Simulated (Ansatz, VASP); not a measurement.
## Al: VASP beside Ansatz

```xyz
1
Lattice="0.0000 2.0195 2.0195 2.0195 0.0000 2.0195 2.0195 2.0195 0.0000" Properties=species:S:1:pos:R:3 pbc="T T T"
Al    2.0195    2.0195    2.0195
```

Alike in both runs: functional PBE; k mesh 24 × 24 × 24; occupations gaussian, width 0.1 eV; no spin polarisation.

Ansatz relaxed the structure, and its values are those at the end. VASP's run is a single point on that final structure, the one shown.

```csv
,VASP,Ansatz
version,VASP 6.6.1,Ansatz 0.2.0
potentials or method,"VASP PAW PBE potentials, release 64 (Al), cutoff 500 eV","scalar-relativistic, plane waves, PAW"
valence electrons in the cell,3,3
```

|  | VASP | Ansatz | Ansatz less VASP |
| --- | --- | --- | --- |
| gap on the k mesh at the Fermi level (eV) | none | none | - |
| pressure (GPa) | 0.0 | 0.0 | +0.04 |

A gap of «none» marks a metal or a gap that the smearing closes. With one functional, cell and mesh, what is left measures potentials, basis and numerics.
